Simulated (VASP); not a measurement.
# Mg3BeS (P-31m) in VASP: a series of runs, part 2 of 2

VASP 6.6.1. Earlier steps stand in the parts before.

## (4) Relaxation of cell and atoms, PBE

Contents of INCAR:

```
SYSTEM = Mg3BeS
  ALGO = Normal
  EDIFF = 1E-6
  EDIFFG = -0.04
  ENCUT = 600
  GGA = PE
  IBRION = 2
  ISIF = 3
  ISMEAR = 0
  LASPH = .TRUE.
  LCHARG = .FALSE.
  LREAL = .FALSE.
  LWAVE = .FALSE.
  NELM = 80
  NSW = 90
  PREC = Accurate
  SIGMA = 0.1
```

Contents of KPOINTS:

```
k-points
0
G
  3 3 4
  0 0 0
```

Contents of POSCAR:

```
Mg3BeS
1.0
    5.8378089600      0.0000000000      0.0000000000
   -2.9189044800      5.0556908600      0.0000000000
    0.0000000000      0.0000000000      6.2851764600
Mg Be S
6 2 2
Direct
    0.0000000000      0.6464536800      0.7387517100
    0.3535463200      0.3535463200      0.7387517100
    0.6464536800      0.0000000000      0.7387517100
    0.6464536800      0.6464536800      0.2612482900
    0.0000000000      0.3535463200      0.2612482900
    0.3535463200      0.0000000000      0.2612482900
    0.0000000000      0.0000000000      0.3462014200
    0.0000000000      0.0000000000      0.6537985800
    0.6666666700      0.3333333300      0.5000000000
    0.3333333300      0.6666666700      0.5000000000
```

Potentials or basis: VASP PAW PBE potentials, release 64 (Mg, Be, S).

Started as:

```bash
$ cat potpaw_PBE.64/Mg/POTCAR potpaw_PBE.64/Be/POTCAR potpaw_PBE.64/S/POTCAR > POTCAR
$ mpirun -np 1 vasp_std > vasp.out
```

OUTCAR:

```text
SYSTEM = Mg3BeS
   EDIFF = 1E-6
   EDIFFG = -0.04
   ENCUT = 600
   GGA = PE
   IBRION = 2
   ISIF = 3
   ISMEAR = 0
   LASPH = .TRUE.
   LREAL = .FALSE.
   NELM = 80
   NSW = 90
   PREC = Accurate

 ion  position               nearest neighbor table
   1  0.000  0.646  0.739-   8 2.13  10 2.41   9 2.41   3 3.27   3 3.27   2 3.27   2 3.27   5 3.45
                             2 3.57   3 3.57   6 3.64   4 3.64
   2  0.354  0.354  0.739-   8 2.13  10 2.41   9 2.41   3 3.27   3 3.27   1 3.27   1 3.27   4 3.45
                             1 3.57   3 3.57   6 3.64   5 3.64
   3  0.646  0.000  0.739-   8 2.13   9 2.41  10 2.41   1 3.27   2 3.27   2 3.27   1 3.27   6 3.45
                             1 3.57   2 3.57   4 3.64   5 3.64
   4  0.646  0.646  0.261-   7 2.13   9 2.41  10 2.41   6 3.27   6 3.27   5 3.27   5 3.27   2 3.45
                             5 3.57   6 3.57   3 3.64   1 3.64
   5  0.000  0.354  0.261-   7 2.13   9 2.41  10 2.41   6 3.27   6 3.27   4 3.27   4 3.27   1 3.45
                             4 3.57   6 3.57   3 3.64   2 3.64
   6  0.354  0.000  0.261-   7 2.13  10 2.41   9 2.41   4 3.27   5 3.27   4 3.27   5 3.27   3 3.45
                             5 3.57   4 3.57   1 3.64   2 3.64
   7  0.000  0.000  0.346-   8 1.93   5 2.13   4 2.13   6 2.13
   8  0.000  0.000  0.654-   7 1.93   2 2.13   1 2.13   3 2.13
   9  0.667  0.333  0.500-   3 2.41   5 2.41   6 2.41   1 2.41   4 2.41   2 2.41
  10  0.333  0.667  0.500-   6 2.41   1 2.41   3 2.41   5 2.41   2 2.41   4 2.41

  LATTYP: Found a hexagonal cell.
 ALAT       =     5.8378089600
 C/A-ratio  =     1.0766327749

  Lattice vectors:

 A1 = (   5.8378089600,   0.0000000000,   0.0000000000)
 A2 = (  -2.9189044800,   5.0556908600,   0.0000000000)
 A3 = (   0.0000000000,   0.0000000000,   6.2851764600)

Analysis of symmetry for initial positions (statically):
=====================================================================
 Subroutine PRICEL returns:
 Original cell was already a primitive cell.

 Routine SETGRP: Setting up the symmetry group for a
 hexagonal supercell.

 Subroutine GETGRP returns: Found 12 space group operations
 (whereof 12 operations were pure point group operations)
[... 141 lines left out ...]
   LORBIT       =      0    0 simple, 1 ext, 2 COOP (PROOUT), +10 PAW based schemes
   GGA     = PE    functional components
   LHFCALC =     F    Hartree Fock is set to
   AEXX    =    0.0000 exact exchange contribution
   IVDW    =     0    specifies the selected vdW correction
   LEPSILON=     F    determine dielectric tensor
   LRPA    =     F    only Hartree local field effects (RPA)
 conjugate gradient relaxation of ions
 non-spin polarized calculation
 Gauss-broadening in eV      SIGMA  =   0.10
  energy-cutoff  :      600.00
  volume of cell :      185.50
 maximum number of plane-waves:      6216
 NGX is ok and might be reduce to    48
   NGX = 23   NGY = 23   NGZ = 25

--------------------------------------- Ionic step        1  -------------------------------------------

 number of electron      27.9999998 magnetization

 Free energy of the ion-electron system (eV)
  ---------------------------------------------------
  ext. energy  EPLUGINS =         0.00000000
  ---------------------------------------------------
  free energy    TOTEN  =       -20.60899853 eV

  energy without entropy =      -20.58407746  energy(sigma->0) =      -20.59653800

------------------------ aborting loop because EDIFF is reached ----------------------------------------

  FORCE on cell =-STRESS in cart. coord.  units (eV):
  Direction    XX          YY          ZZ          XY          YZ          ZX
  --------------------------------------------------------------------------------------
  -------------------------------------------------------------------------------------
  Total       24.7122225     24.7122225      0.9091907      0.0000000      0.0000000     -0.0000000
  in kB      213.4393668    213.4393667      7.8526767      0.0000000      0.0000000     -0.0000000
  external PRESSURE =     144.9104701 kB  Pullay stress =       0.0000000 kB
[... 113 lines left out ...]
  FREE ENERGIE OF THE ION-ELECTRON SYSTEM (eV)
  ---------------------------------------------------
  free  energy   TOTEN  =       -23.7992576703 eV

  energy  without entropy=      -23.7633548661  energy(sigma->0) =      -23.78130627

[... ionic steps 4 to 14 ...]

--------------------------------------- Ionic step       15  -------------------------------------------

 number of electron      28.0000005 magnetization

------------------------ aborting loop because EDIFF is reached ----------------------------------------
[... 83 lines left out ...]
--------------------------------------- Ionic step       17  -------------------------------------------

 number of electron      28.0000005 magnetization

 Free energy of the ion-electron system (eV)
  ---------------------------------------------------
  ext. energy  EPLUGINS =         0.00000000
  ---------------------------------------------------
  free energy    TOTEN  =       -26.09566387 eV

  energy without entropy =      -26.08083236  energy(sigma->0) =      -26.08824812

 E-fermi :   3.8444     XC(G=0):  -8.8793

 val. band max:        3.6474123070   @ k =   0.0000   0.0000   0.2500
 cond. band min:       3.8495327993   @ k =  -0.3333  -0.3333   0.2500
 fundamental gap:      0.2021204923
 Fermi energy:         3.8444102608

 k-point     1 :       0.0000    0.0000    0.0000
  band No.  band energies     occupation
      1     -10.1949      2.00000
      2      -9.8289      2.00000
      3      -2.6222      2.00000
      4      -2.1934      2.00000
      5      -2.1934      2.00000
      6      -1.3804      2.00000
[... 256 lines left out ...]
  FREE ENERGIE OF THE ION-ELECTRON SYSTEM (eV)
  ---------------------------------------------------
  free  energy   TOTEN  =       -26.0956638692 eV

  energy  without entropy=      -26.0808323640  energy(sigma->0) =      -26.08824812

 reached required accuracy - stopping structural energy minimisation
```

OSZICAR:

```text
N       E                     dE             d eps       ncg     rms          rms(c)
DAV:   1     0.116345302541E+03    0.11635E+03   -0.11064E+04   400   0.124E+03
DAV:   2    -0.113943052013E+02   -0.12774E+03   -0.12209E+03   540   0.179E+02
DAV:   3    -0.253314550030E+02   -0.13937E+02   -0.13533E+02   520   0.636E+01
[... 170 lines left out ...]
DAV:   2    -0.260957402381E+02    0.48462E-03   -0.15708E-03   488   0.224E-01    0.578E-02
DAV:   3    -0.260956775120E+02    0.62726E-04   -0.50977E-04   456   0.102E-01    0.209E-02
DAV:   4    -0.260956675799E+02    0.99322E-05   -0.29186E-05   484   0.291E-02    0.133E-02
DAV:   5    -0.260956641018E+02    0.34781E-05   -0.12649E-05   468   0.157E-02    0.493E-03
DAV:   6    -0.260956638692E+02    0.23257E-06   -0.90740E-07   268   0.523E-03
  17 F= -.26095664E+02 E0= -.26088248E+02  d E =-.539442E-02
```

Wall time 21 min (1 thread of Intel Xeon 8259CL, shared host); peak memory 0.38 GiB.

Results:

| Property | Result |
| --- | --- |
| Free energy | -26.0957 eV |
| Relaxed volume | 19.36 Å³/atom |
| Relaxed cell | a = 7.259 Å, b = 7.259 Å, c = 4.241 Å, α = 90.00°, β = 90.00°, γ = 120.00° |
| Space group after relaxing (to 0.1 Å) | P-31m (No. 162) |
| Energy gained by relaxing | 548.7 meV/atom |
| Ionic steps | 17 |
| Pressure after relaxing | 0.1 GPa |
| Largest force after relaxing | 0.027 eV/Å |
| Band gap on the k mesh | zero (bands 14 and 15 overlap by 1.73 eV) |

Forces on the atoms (eV/Å):
```
Mg  -0.012  0.021 -0.006
Mg  -0.012 -0.021 -0.006
Mg   0.024  0.000 -0.006
Mg   0.012  0.021  0.006
Mg   0.012 -0.021  0.006
Mg  -0.024  0.000  0.006
Be   0.000  0.000  0.027
Be   0.000  0.000 -0.027
S    0.000  0.000  0.000
S    0.000  0.000  0.000
```

The path:
| step | energy change (eV) | largest force (eV/Å) | pressure (GPa) | volume (Å³) |
| --- | --- | --- | --- | --- |
| 1 | 0.0000 | 1.8021 | 14.49 | 185.50 |
| 2 | -3.1788 | 1.2027 | -0.87 | 233.39 |
| 3 | -3.1903 | 1.4100 | -1.77 | 239.10 |
| 4 | -3.1921 | 1.3614 | -1.56 | 237.74 |
| 5 | -3.6581 | 0.9514 | -1.54 | 233.79 |
| 6 | -4.0811 | 0.5842 | -1.29 | 227.47 |
| 7 | -4.3012 | 0.9161 | -0.42 | 212.34 |
| 8 | -4.7974 | 0.7157 | -0.73 | 206.38 |
| 9 | -5.2395 | 0.8188 | 0.19 | 193.71 |
| 10 | -5.2471 | 0.5522 | -0.17 | 196.32 |
| 11 | -5.2528 | 0.5556 | -0.05 | 195.37 |
| 12 | -5.4362 | 0.2461 | 0.12 | 192.80 |
| 13 | -5.4435 | 0.2576 | 0.22 | 192.18 |
| 14 | -5.4799 | 0.1242 | -0.11 | 193.90 |
| 15 | -5.4813 | 0.1716 | -0.18 | 194.31 |
| 16 | -5.4846 | 0.1446 | 0.20 | 193.12 |
| 17 | -5.4867 | 0.0270 | 0.06 | 193.57 |

Final structure:
```
Mg Be S
1.0
     7.25941    0.00000    0.00000
    -3.62970    6.28683    0.00000
     0.00000    0.00000    4.24140
Mg Be S
6 2 2
Direct
  0.00000 0.66127 0.75535
  0.33873 0.33873 0.75535
  0.66127 0.00000 0.75535
  0.66127 0.66127 0.24465
  0.00000 0.33873 0.24465
  0.33873 0.00000 0.24465
  0.00000 0.00000 0.25609
  0.00000 0.00000 0.74391
  0.66667 0.33333 0.50000
  0.33333 0.66667 0.50000
```

Levels at points of the mesh, in eV from the Fermi level:
| k point | band 11 | band 12 | band 13 | band 14 | band 15 | band 16 | band 17 | band 18 |
| --- | --- | --- | --- | --- | --- | --- | --- | --- |
| (0.00, 0.00, 0.00) | -2.51 | -1.73 | -1.02 | 0.87 | 0.87 | 1.74 | 2.26 | 2.50 |
| (0.00, 0.00, 0.50) | -1.84 | -1.84 | -1.12 | -1.12 | -0.86 | -0.86 | 1.29 | 1.45 |

Caveat: the k points lie up to 0.37 Å⁻¹ apart in the final cell, too coarse for converged energies and pressures of a metal; a cell axis changed by over 15 % at a fixed basis, so the end point is rough.

## (5) Overview

| task | cell | cutoff (eV) | gap on the mesh (eV) | pressure (GPa) | largest force (eV/Å) |
| --- | --- | --- | --- | --- | --- |
| single point | a = 5.838, b = 5.838, c = 6.285 Å, angles 90.0, 90.0, 120.0°, 10 atoms, atomic positions A | 520 | none | 14.5 | 1.80 |
| single point | a = 7.265, b = 7.265, c = 4.249 Å, angles 90.0, 90.0, 120.0°, 10 atoms, atomic positions B | 520 | none | -0.1 | 0.01 |
| relaxation of cell and atoms | relaxed from a = 5.838, b = 5.838, c = 6.285 Å, angles 90.0, 90.0, 120.0°, 10 atoms, atomic positions A | 600 | none | 0.1 | 0.03 |

Alike in all rows: level PBE; potentials or basis VASP PAW PBE potentials, release 64 (Mg, Be, S); no spin polarisation; k mesh 3 × 3 × 4; smearing gaussian 0.1 eV.

Caveats: all runs use coarse meshes; semilocal functionals underestimate gaps, and a narrow one can read as zero (at least some runs); forces of over 1 eV/Å act on the atoms, so gaps and moduli don't describe the material at rest (at least some runs); a cell axis changed by over 15 % at a fixed basis, so the end point is rough (at least some runs).

Total energies depend on the potentials used, so only differences within one code and one set of settings carry meaning.

The gap in the log of VASP goes by the Fermi energy; the results here count the filled bands.